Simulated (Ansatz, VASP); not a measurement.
# Two plane-wave programs on K

```
CELL_PARAMETERS angstrom
-2.74890 2.74890 2.74890
2.74890 -2.74890 2.74890
2.74890 2.74890 -2.74890
ATOMIC_POSITIONS crystal
K 0.00000 0.00000 0.00000
```

Change from the starting cell: strain +0.050 along x and y, +0.050 along z, atoms carried along.

Alike in both runs: task single point; functional PBE; k mesh 14 × 14 × 14; occupations gaussian, width 0.15 eV; no spin polarisation.

|  | VASP | Ansatz |
| --- | --- | --- |
| version | VASP 6.6.1 | Ansatz 0.2.0 |
| potentials or method | VASP PAW PBE potentials, release 64 (K_sv), cutoff 520 eV | scalar-relativistic, plane waves, PAW |
| valence electrons in the cell | 9 | 9 |

```csv
,VASP,Ansatz,Ansatz less VASP
gap on the k mesh at the Fermi level (eV),none,none,-
pressure (GPa),-0.4,-0.3,+0.01
```

A gap of «none» marks a metal or a gap that the smearing closes. With one functional, cell and mesh, what is left measures potentials, basis and numerics.
